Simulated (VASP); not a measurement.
Runs of VASP 6.6.1 on BaS. The structure is that of space group Fm-3m (No. 225), or close to it. The cells are those of the table. 

| task | level | potentials or basis | spin | cell | cutoff (eV) | gap on the mesh (eV) | pressure (GPa) | relaxed volume (Å³/atom) |
| --- | --- | --- | --- | --- | --- | --- | --- | --- |
| relaxation of cell and atoms | LDA | VASP PAW LDA potentials, release 64 (Ba_sv, S) | off | relaxed from a = 4.517 Å, angles 60.0°, 2 atoms | 600 | 1.83 | 0.0 | 31.30 |
| single point | r2SCAN | VASP PAW PBE potentials, release 64 (Ba_sv, S) | non-collinear, zero start, SOC | a = 4.544 Å, angles 60.0°, 2 atoms | 520 | - | (b) | - |
| relaxation of the atoms | r2SCAN | VASP PAW PBE potentials, release 64 (Ba_sv, S) | off | atoms relaxed from a = 4.451 Å, angles 60.0°, 2 atoms | 520 | 2.38 | 3.8 | - |
| relaxation of cell and atoms | PBEsol | VASP PAW PBE potentials, release 64 (Ba_sv, S) | off | relaxed from a = 4.517 Å, angles 60.0°, 2 atoms | 600 | 1.96 | 0.0 | (a) |
| relaxation of cell and atoms | PBE | VASP PAW PBE potentials, release 64 (Ba_sv, S) | off | relaxed from a = 4.517 Å, angles 60.0°, 2 atoms | 600 | 2.16 | 0.0 | 33.65 |

Alike in all rows: k mesh 8 × 8 × 8; smearing fermi-dirac 0.02 eV.

Question: Fill in the values left out.

Answer: (a) 32.20; (b) 0.5.

Caveats: spin-orbit coupling is left out, which moves the levels of the heavy elements (at least some runs); the PAW data sets were made with another functional, which shifts forces and pressure a little (at least some runs); the relaxation stopped at its first step, so nothing moved (at least some runs).

A k mesh can miss the band edges, and rows without SOC leave out spin-orbit coupling on Ba.
